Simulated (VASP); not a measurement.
# Co (P6/mmm) in VASP: further runs, part 2 of 3

VASP 6.6.1.

### Step 3. Single point, revPBE (volume scaled by 1.12)

INCAR reads:

```
SYSTEM = Co
PREC = Accurate
ENCUT = 520
EDIFF = 1E-7
ISMEAR = -1
SIGMA = 0.1
LREAL = .False.
LASPH = .True.
NELM = 80
ALGO = Normal
ISIF = 2
LWAVE = .False.
LCHARG = .False.
GGA = RE
NBANDS = 20
```

KPOINTS reads:

```
regular mesh
0
Gamma
  10 10 15
  0 0 0
```

POSCAR reads:

```
Co
1.0
    4.0833311587      0.0000000000      0.0000000000
   -2.0416655794      3.5362685155      0.0000000000
    0.0000000000      0.0000000000      2.5037562686
Co
3
Direct
    0.0000000000      0.0000000000      0.0000000000
    0.3333333333      0.6666666667      0.5000000000
    0.6666666667      0.3333333333      0.5000000000
```

Potentials or basis: VASP PAW PBE potentials, release 64 (Co).

Command:

```
$ cat potpaw_PBE.64/Co/POTCAR > POTCAR
$ mpirun -np 1 vasp_std > vasp.out
```

OUTCAR:

```text
SYSTEM = Co
   PREC = Accurate
   ENCUT = 520
   EDIFF = 1E-7
   ISMEAR = -1
   LREAL = .False.
   LASPH = .True.
   NELM = 80
   ISIF = 2
   GGA = RE

 ion  position               nearest neighbor table
   1  0.000  0.000  0.000-   2 2.67   3 2.67   2 2.67   3 2.67   3 2.67   3 2.67   2 2.67   2 2.67
                             3 2.67   3 2.67   2 2.67   2 2.67
   2  0.333  0.667  0.500-   3 2.36   3 2.36   3 2.36   1 2.67   1 2.67   1 2.67   1 2.67   1 2.67
                             1 2.67
   3  0.667  0.333  0.500-   2 2.36   2 2.36   2 2.36   1 2.67   1 2.67   1 2.67   1 2.67   1 2.67
                             1 2.67

  LATTYP: Found a hexagonal cell.
 ALAT       =     4.0833311587
 C/A-ratio  =     0.6131651270

  Lattice vectors:

 A1 = (   4.0833311587,   0.0000000000,   0.0000000000)
 A2 = (  -2.0416655794,   3.5362685155,   0.0000000000)
 A3 = (   0.0000000000,   0.0000000000,   2.5037562686)

Analysis of symmetry for initial positions (statically):
=====================================================================
 Subroutine PRICEL returns:
 Original cell was already a primitive cell.

 Routine SETGRP: Setting up the symmetry group for a
 hexagonal supercell.
[... 167 lines left out ...]

 E-fermi :   8.7578     XC(G=0): -12.7177

 val. band max:        8.7571411249   @ k =   0.4000   0.1000   0.0667
 cond. band min:       8.7592097984   @ k =   0.5000   0.0000   0.1333
 fundamental gap:      0.0020686735
 Fermi energy:         8.7578100335

 k-point     1 :       0.0000    0.0000    0.0000
  band No.  band energies     occupation
      1       0.6408      2.00000
      2       5.3403      2.00000
      3       6.3755      2.00000
      4       6.3755      2.00000
      5       6.4025      2.00000
      6       6.4025      2.00000
[... 541 lines left out ...]
     19      15.9997      0.00000
     20      21.8857      0.00000

 [... further k-points ...]

------------------------ aborting loop because EDIFF is reached ----------------------------------------

  FORCE on cell =-STRESS in cart. coord.  units (eV):
  Direction    XX          YY          ZZ          XY          YZ          ZX
  --------------------------------------------------------------------------------------
  -------------------------------------------------------------------------------------
  Total       -4.4700685     -4.4700685     -4.1614974      0.0000000      0.0000000      0.0000000
  in kB     -198.0947059   -198.0947059   -184.4201291      0.0000000      0.0000000      0.0000000
  external PRESSURE =    -193.5365137 kB  Pullay stress =       0.0000000 kB

 VOLUME and BASIS-vectors are now :
 -----------------------------------------------------------------------------
  energy-cutoff  :      520.00
  volume of cell :       36.15
      direct lattice vectors                 reciprocal lattice vectors
     4.083331159  0.000000000  0.000000000     0.244898090  0.141391978  0.000000000
    -2.041665579  3.536268516  0.000000000     0.000000000  0.282783956  0.000000000
     0.000000000  0.000000000  2.503756269     0.000000000  0.000000000  0.399399899

 POSITION                                       TOTAL-FORCE (eV/Angst)
 -----------------------------------------------------------------------------------
      0.00000      0.00000      0.00000        -0.000000      0.000000      0.000000
     -0.00000      2.35751      1.25188        -0.000000     -0.000000     -0.000000
      2.04167      1.17876      1.25188         0.000000      0.000000      0.000000
 -----------------------------------------------------------------------------------
    total drift:                               -0.000000      0.000000      0.000000

  FREE ENERGIE OF THE ION-ELECTRON SYSTEM (eV)
  ---------------------------------------------------
  free  energy   TOTEN  =       -18.6039794868 eV

  energy  without entropy=      -18.2511165740  energy(sigma->0) =      -18.42754803
```

OSZICAR:

```text
N       E                     dE             d eps       ncg     rms          rms(c)
DAV:   1     0.161273399145E+03    0.16127E+03   -0.11776E+04  4520   0.170E+03
DAV:   2    -0.150364777041E+02   -0.17631E+03   -0.16881E+03  4480   0.315E+02
DAV:   3    -0.221025534466E+02   -0.70661E+01   -0.65962E+01  4764   0.885E+01
DAV:   4    -0.222131709273E+02   -0.11062E+00   -0.11043E+00  5856   0.980E+00
DAV:   5    -0.222162871180E+02   -0.31162E-02   -0.31160E-02  5372   0.144E+00    0.158E+01
DAV:   6    -0.216085353892E+02    0.60775E+00   -0.46026E+01  4744   0.994E+01    0.213E+01
DAV:   7    -0.284938346481E+02   -0.68853E+01   -0.39787E+01  5124   0.145E+02    0.382E+01
DAV:   8    -0.185721682168E+02    0.99217E+01   -0.27272E+01  5244   0.593E+01    0.210E+00
DAV:   9    -0.186198356067E+02   -0.47667E-01   -0.72994E-01  4580   0.108E+01    0.113E+00
DAV:  10    -0.186051137267E+02    0.14722E-01   -0.31816E-02  5776   0.238E+00    0.479E-01
DAV:  11    -0.186041172706E+02    0.99646E-03   -0.65154E-03  6248   0.897E-01    0.324E-01
DAV:  12    -0.186041630804E+02   -0.45810E-04   -0.40153E-03  5216   0.869E-01    0.261E-01
DAV:  13    -0.186039817881E+02    0.18129E-03   -0.12511E-03  5680   0.451E-01    0.674E-02
DAV:  14    -0.186039802789E+02    0.15092E-05   -0.49201E-05  5228   0.868E-02    0.165E-02
DAV:  15    -0.186039798775E+02    0.40141E-06   -0.49946E-06  6368   0.255E-02    0.579E-03
DAV:  16    -0.186039795334E+02    0.34411E-06   -0.50391E-07  4528   0.102E-02    0.283E-03
DAV:  17    -0.186039794868E+02    0.46571E-07   -0.31485E-08  2476   0.190E-03
   1 F= -.18603979E+02 E0= -.18427548E+02  d E =-.352863E+00
```

stdout:

```text
POSCAR found type information on POSCAR Co
 POSCAR found :  1 types and       3 ions
 scaLAPACK will be used
 -----------------------------------------------------------------------------
|                                                                             |
|                                                                             |
|     You enforced a specific xc type in the INCAR file but a different       |
|     I HOPE YOU KNOW WHAT YOU ARE DOING!                                     |
|                                                                             |
 -----------------------------------------------------------------------------

 LDA part: xc-table for (Slater+PW92), standard interpolation
 POSCAR, INCAR and KPOINTS ok, starting setup
 FFT: planning ... GRIDC
 FFT: planning ... GRID_SOFT
 FFT: planning ... GRID
 WAVECAR not read
 entering main loop
```

Wall time 3 min (1 thread of AMD EPYC 7R13, shared host); peak memory 0.16 GiB.

Results:

- Free energy: -18.6040 eV
- Pressure: -19.4 GPa

Stress tensor (GPa, compression positive):
```
-19.81   0.00   0.00
  0.00 -19.81   0.00
  0.00   0.00 -18.44
```

Caveat: the cell differs from its parent crystal (volume scaled by 1.12); the PAW data sets were made with another functional, which shifts forces and pressure a little; the run has no spin polarisation, though such a crystal can be magnetic.

### Step 4. Single point, revPBE

This run uses another cell than the first one, of 10.76 Å³/atom, 0.926 times its volume.

INCAR reads:

```
SYSTEM = Co
PREC = Accurate
ENCUT = 520
EDIFF = 1E-6
ISMEAR = -1
SIGMA = 0.1
LREAL = .FALSE.
LASPH = .TRUE.
NELM = 80
ALGO = Normal
ISIF = 2
LWAVE = .FALSE.
LCHARG = .FALSE.
GGA = RE
NBANDS = 20
```

KPOINTS reads:

```
regular mesh
0
G
  12 12 17
  0 0 0
```

POSCAR reads:

```
Co
1.0
    3.9319555098      0.0000000000      0.0000000000
   -1.9659777549      3.4051733581      0.0000000000
    0.0000000000      0.0000000000      2.4109379996
Co
3
Direct
    0.0000000000      0.0000000000      0.0000000000
    0.3333333333      0.6666666667      0.5000000000
    0.6666666667      0.3333333333      0.5000000000
```

Potentials or basis: VASP PAW PBE potentials, release 64 (Co).

Command:

```
$ cat potpaw_PBE.64/Co/POTCAR > POTCAR
$ mpirun -np 1 vasp_std > vasp.out
```

OUTCAR:

```text
SYSTEM = Co
   PREC = Accurate
   ENCUT = 520
   EDIFF = 1E-6
   ISMEAR = -1
   LREAL = .FALSE.
   LASPH = .TRUE.
   NELM = 80
   ISIF = 2
   GGA = RE

 ion  position               nearest neighbor table
   1  0.000  0.000  0.000-   2 2.57   3 2.57   2 2.57   3 2.57   3 2.57   3 2.57   2 2.57   2 2.57
                             3 2.57   3 2.57   2 2.57   2 2.57
   2  0.333  0.667  0.500-   3 2.27   3 2.27   3 2.27   1 2.57   1 2.57   1 2.57   1 2.57   1 2.57
                             1 2.57
   3  0.667  0.333  0.500-   2 2.27   2 2.27   2 2.27   1 2.57   1 2.57   1 2.57   1 2.57   1 2.57
                             1 2.57

  LATTYP: Found a hexagonal cell.
 ALAT       =     3.9319555098
 C/A-ratio  =     0.6131651270

  Lattice vectors:

 A1 = (   3.9319555098,   0.0000000000,   0.0000000000)
 A2 = (  -1.9659777549,   3.4051733581,   0.0000000000)
 A3 = (   0.0000000000,   0.0000000000,   2.4109379996)

Analysis of symmetry for initial positions (statically):
=====================================================================
 Subroutine PRICEL returns:
 Original cell was already a primitive cell.

 Routine SETGRP: Setting up the symmetry group for a
 hexagonal supercell.

 Subroutine GETGRP returns: Found 24 space group operations
 (whereof 24 operations were pure point group operations)
 out of a pool of 24 trial point group operations.

The static configuration has the point symmetry D_6h.

Analysis of symmetry for dynamics (positions and initial velocities):
=====================================================================
 Subroutine PRICEL returns:
 Original cell was already a primitive cell.

 Routine SETGRP: Setting up the symmetry group for a
 hexagonal supercell.

 Subroutine GETGRP returns: Found 24 space group operations
 (whereof 24 operations were pure point group operations)
 out of a pool of 24 trial point group operations.

The dynamic configuration has the point symmetry D_6h.

 Subroutine INISYM returns: Found 24 space group operations
 (whereof 24 operations are pure point group operations),
 and found     1 'primitive' translations

----------------------------------------------------------------------------------------

                                     Primitive cell

  volume of cell :      32.2800

  direct lattice vectors                    reciprocal lattice vectors
     3.931955510  0.000000000  0.000000000     0.254326377  0.146835402  0.000000000
    -1.965977755  3.405173358  0.000000000     0.000000000  0.293670805  0.000000000
     0.000000000  0.000000000  2.410938000     0.000000000  0.000000000  0.414776324

  length of vectors
     3.931955510  3.931955510  2.410938000     0.293670805  0.293670805  0.414776324

  position of ions in fractional coordinates (direct lattice)
     0.000000000  0.000000000  0.000000000
     0.333333333  0.666666667  0.500000000
     0.666666667  0.333333333  0.500000000

  ion indices of the primitive-cell ions
   primitive index   ion index
                 1           1
                 2           2
                 3           3

----------------------------------------------------------------------------------------

 KPOINTS: regular mesh

Automatic generation of k-mesh.
 Grid dimensions read from file:
 generate k-points for:   12   12   17

 Generating k-lattice:

  Cartesian coordinates                     Fractional coordinates (reciprocal lattice)
     0.021193865  0.012236284  0.000000000     0.083333333 -0.000000000  0.000000000
     0.000000000  0.024472567  0.000000000     0.000000000  0.083333333  0.000000000
     0.000000000  0.000000000  0.024398607     0.000000000  0.000000000  0.058823529

  Length of vectors
     0.024472567  0.024472567  0.024398607

  Shift w.r.t. Gamma in fractional coordinates (k-lattice)
     0.000000000  0.000000000  0.000000000

 Subroutine IBZKPT returns following result:
 ===========================================

 Found    171 irreducible k-points:

 Following reciprocal coordinates:
            Coordinates               Weight
  0.000000  0.000000  0.000000      1.000000
  0.083333  0.000000  0.000000      6.000000
  0.166667  0.000000  0.000000      6.000000
  0.250000  0.000000  0.000000      6.000000
  0.333333  0.000000  0.000000      6.000000
  0.416667  0.000000  0.000000      6.000000
[... 16 lines left out ...]
  0.250000  0.000000  0.058824     12.000000
  0.333333  0.000000  0.058824     12.000000
 [... further k-points ...]
   k-points           NKPTS =    171   k-points in BZ     NKDIM =    171   number of bands    NBANDS=     20
   number of dos      NEDOS =    301   number of ions     NIONS =      3
   total plane-waves  NPLWV =  16200
   dimension x,y,z NGX =    30 NGY =   30 NGZ =   18
   dimension x,y,z NGXF=    60 NGYF=   60 NGZF=   36
   ions per type =               3
   NGX,Y,Z   is equivalent  to a cutoff of  12.68, 12.68, 12.41 a.u.
   NGXF,Y,Z  is equivalent  to a cutoff of  25.37, 25.37, 24.82 a.u.
 SYSTEM =  Co
   PREC   = accura    normal or accurate (medium, high low for compatibility)
   ISTART =      0    job   : 0-new  1-cont  2-samecut
   ICHARG =      2    charge: 1-file 2-atom 10-const
   ISPIN  =      1    spin polarized calculation?
   LNONCOLLINEAR =      F non collinear calculations
   LSORBIT =      F    spin-orbit coupling
   LASPH  =      T    aspherical Exc in radial PAW
   ENCUT  =  520.0 eV  38.22 Ry    6.18 a.u.   7.31  7.31  4.48*2*pi/ulx,y,z
   NELM   =     80;   NELMIN=  2; NELMDL= -5     # of ELM steps
   EDIFF  = 0.1E-05   stopping-criterion for ELM
   LREAL  =      F    real-space projection
   EDIFFG = 0.1E-04   stopping-criterion for IOM
   NSW    =      0    number of steps for IOM
   IBRION =     -1    ionic relax: 0-MD 1-quasi-New 2-CG
   NFREE  =      0    steps in history (QN), initial steepest desc. (CG)
   ISIF   =      2    stress and relaxation
   ISYM   =      2    0-nonsym 1-usesym 2-fastsym
   POTIM  = 0.5000    time-step for ionic-motion
   TEBEG  =    0.0;   TEEND  =   0.0 temperature during run
   PSTRESS=    0.0 pullay stress
   NELECT =      27.0000    total number of electrons
   NUPDOWN=      -1.0000    fix difference up-down
   EMIN   =  10.00;   EMAX   =-10.00  energy-range for DOS
   EFERMI =   0.00;   METHOD = LEGACY
   ISMEAR =    -1;   SIGMA  =   0.10  broadening in eV -4-tet -1-fermi 0-gaus
   EFERMI_NEDOS =   21; number of points for ismear=-14 and -15
   IALGO  =     38    algorithm
   IMIX   =      4    mixing-type and parameters
     AMIX     =   0.40;   BMIX     =  1.00
     AMIX_MAG =   1.60;   BMIX_MAG =  1.00
  volume/ion in A,a.u.               =      10.76        72.61
  Fermi-wavevector in a.u.,A,eV,Ry     =   1.542475  2.914855 32.371377  2.379229
  Thomas-Fermi vector in A             =   2.648274
   LORBIT       =      0    0 simple, 1 ext, 2 COOP (PROOUT), +10 PAW based schemes
   GGA     = RE    functional components
   LHFCALC =     F    Hartree Fock is set to
   AEXX    =    0.0000 exact exchange contribution
   IVDW    =     0    specifies the selected vdW correction
   LEPSILON=     F    determine dielectric tensor
   LRPA    =     F    only Hartree local field effects (RPA)
 non-spin polarized calculation
  energy-cutoff  :      520.00
  volume of cell :       32.28
 maximum number of plane-waves:       909
 NGX is ok and might be reduce to    30
   NGX = 15   NGY = 15   NGZ =  9

 number of electron      27.0000009 magnetization

 Free energy of the ion-electron system (eV)
  ---------------------------------------------------
  ext. energy  EPLUGINS =         0.00000000
  ---------------------------------------------------
  free energy    TOTEN  =       -18.87161825 eV

  energy without entropy =      -18.56221289  energy(sigma->0) =      -18.71691557

 E-fermi :  10.3705     XC(G=0): -13.3791

 val. band max:       10.3685327535   @ k =   0.0833   0.0000   0.4706
 cond. band min:      10.3718918177   @ k =   0.3333   0.1667   0.1176
 fundamental gap:      0.0033590641
 Fermi energy:        10.3704780158

 k-point     1 :       0.0000    0.0000    0.0000
  band No.  band energies     occupation
      1       1.5222      2.00000
      2       6.3438      2.00000
      3       7.5748      2.00000
      4       7.5748      2.00000
      5       7.5913      2.00000
      6       7.5913      2.00000
[... 12 lines left out ...]
     19      17.2934      0.00000
[... 513 lines left out ...]
      4       7.1981      2.00000
      5       7.3450      2.00000
      6       7.9823      2.00000
[... 12 lines left out ...]
     19      17.9331      0.00000
     20      23.3244      0.00000

 [... further k-points ...]

------------------------ aborting loop because EDIFF is reached ----------------------------------------

  FORCE on cell =-STRESS in cart. coord.  units (eV):
  Direction    XX          YY          ZZ          XY          YZ          ZX
  --------------------------------------------------------------------------------------
  -------------------------------------------------------------------------------------
  Total       -0.0973561     -0.0973561     -0.0541826      0.0000000     -0.0000000      0.0000000
  in kB       -4.8321432     -4.8321432     -2.6892841      0.0000000     -0.0000000      0.0000000
  external PRESSURE =      -4.1178568 kB  Pullay stress =       0.0000000 kB

 VOLUME and BASIS-vectors are now :
 -----------------------------------------------------------------------------
  energy-cutoff  :      520.00
  volume of cell :       32.28
      direct lattice vectors                 reciprocal lattice vectors
     3.931955510  0.000000000  0.000000000     0.254326377  0.146835402  0.000000000
    -1.965977755  3.405173358  0.000000000     0.000000000  0.293670805  0.000000000
     0.000000000  0.000000000  2.410938000     0.000000000  0.000000000  0.414776324

 POSITION                                       TOTAL-FORCE (eV/Angst)
 -----------------------------------------------------------------------------------
      0.00000      0.00000      0.00000        -0.000000      0.000000      0.000000
     -0.00000      2.27012      1.20547        -0.000000      0.000000      0.000000
      1.96598      1.13506      1.20547         0.000000     -0.000000     -0.000000
 -----------------------------------------------------------------------------------
    total drift:                               -0.000000      0.000000      0.000000

  FREE ENERGIE OF THE ION-ELECTRON SYSTEM (eV)
  ---------------------------------------------------
  free  energy   TOTEN  =       -18.8716182487 eV

  energy  without entropy=      -18.5622128853  energy(sigma->0) =      -18.71691557
```

OSZICAR:

```text
N       E                     dE             d eps       ncg     rms          rms(c)
DAV:   1     0.163185627786E+03    0.16319E+03   -0.11785E+04  6920   0.176E+03
DAV:   2    -0.152317773213E+02   -0.17842E+03   -0.17069E+03  6840   0.321E+02
DAV:   3    -0.222998213693E+02   -0.70680E+01   -0.66989E+01  7260   0.909E+01
DAV:   4    -0.224088191910E+02   -0.10900E+00   -0.10889E+00  9228   0.981E+00
DAV:   5    -0.224114033688E+02   -0.25842E-02   -0.25840E-02  8300   0.134E+00    0.173E+01
DAV:   6    -0.214961114827E+02    0.91529E+00   -0.40092E+01  7324   0.956E+01    0.201E+01
DAV:   7    -0.274846286821E+02   -0.59885E+01   -0.48075E+01  7808   0.148E+02    0.359E+01
DAV:   8    -0.188609964304E+02    0.86236E+01   -0.26126E+01  7980   0.621E+01    0.229E+00
DAV:   9    -0.188895388545E+02   -0.28542E-01   -0.64992E-01  6956   0.100E+01    0.121E+00
DAV:  10    -0.188728965797E+02    0.16642E-01   -0.33220E-02  8792   0.250E+00    0.486E-01
DAV:  11    -0.188717087259E+02    0.11879E-02   -0.78724E-03  9604   0.108E+00    0.303E-01
DAV:  12    -0.188718056038E+02   -0.96878E-04   -0.37430E-03  7896   0.886E-01    0.244E-01
DAV:  13    -0.188716166767E+02    0.18893E-03   -0.11458E-03  9440   0.458E-01    0.531E-02
DAV:  14    -0.188716189958E+02   -0.23191E-05   -0.33464E-05  7688   0.665E-02    0.137E-02
DAV:  15    -0.188716182487E+02    0.74707E-06   -0.30723E-06  4212   0.235E-02
   1 F= -.18871618E+02 E0= -.18716916E+02  d E =-.309405E+00
```

stdout:

```text
POSCAR found type information on POSCAR Co
 POSCAR found :  1 types and       3 ions
 scaLAPACK will be used
 -----------------------------------------------------------------------------
|                                                                             |
|                                                                             |
|     You enforced a specific xc type in the INCAR file but a different       |
|     I HOPE YOU KNOW WHAT YOU ARE DOING!                                     |
|                                                                             |
 -----------------------------------------------------------------------------

 LDA part: xc-table for (Slater+PW92), standard interpolation
 POSCAR, INCAR and KPOINTS ok, starting setup
 FFT: planning ... GRIDC
 FFT: planning ... GRID_SOFT
 FFT: planning ... GRID
 WAVECAR not read
 entering main loop
```

It took 3.3 min on 1 thread of AMD EPYC 7R13, shared host; peak memory 0.18 GiB.

What came out:

* Free energy: -18.8716 eV
* Pressure: -0.4 GPa

Stress tensor (GPa, compression positive):
```
-0.48  0.00  0.00
 0.00 -0.48  0.00
 0.00  0.00 -0.27
```

Caveat: the PAW data sets were made with another functional, which shifts forces and pressure a little; the run has no spin polarisation, though such a crystal can be magnetic. Spin polarisation is off, so any magnetic state and its effect on volume and gap are missing.

[end of part 2 of 3]
